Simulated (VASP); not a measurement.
Set up this calculation in VASP 6.6.1, as the native input.

```yaml
Task: single point
Functional: LDA
Potentials_or_basis: VASP PAW LDA potentials, release 64 (Se)
Cutoff: 520 eV
k_mesh: 20 × 20 × 20
Occupations: gaussian, width 0.15 eV
Spin: no spin polarisation
Dipole_correction: no
Further_INCAR_settings: ALGO = Normal; EDIFF = 1e-06; NBANDS = 9
```

The structure of Se lies in POSCAR:

```
Se
1.0
   -1.7204831010      1.7204831010      1.7034486149
    1.7204831010     -1.7204831010      1.7034486149
    1.7204831010      1.7204831010     -1.7034486149
Se
1
Direct
    0.0000000000      0.0000000000      0.0000000000
```

This isn't the form of Se at room conditions, which is trigonal, of chains.

This cell differs from its parent crystal: strain +0.0100 x Voigt [1, 1, 0, 0, 0, 0].

The input as run:

INCAR

```
PREC = Accurate
ENCUT = 520
EDIFF = 1E-6
ISMEAR = 0
SIGMA = 0.15
LREAL = False
LASPH = True
NELM = 100
ALGO = Normal
ISIF = 2
LWAVE = False
LCHARG = False
GGA = CA
NBANDS = 9
```

KPOINTS

```
Automatic mesh
0
Gamma
  20 20 20
```

Potentials or basis: VASP PAW LDA potentials, release 64 (Se).

The run is started by

```sh
$ cat potpaw_LDA.64/Se/POTCAR > POTCAR
$ mpirun -np 1 vasp_std > vasp.out
```

Results of the run:

```json
{"Pressure": "-4.8 GPa", "Band gap on the k mesh": "zero (bands 3 and 4 overlap by 6.72 eV)"}
```

Caveat: the cell differs from its parent crystal (strain +0.0100 x Voigt [1, 1, 0, 0, 0, 0]); the cell stands under tension.

Wall time 24 s on 1 thread of Intel(R) Xeon(R) 6975P-C (Granite Rapids), on a shared host, peak memory 0.21 GiB.
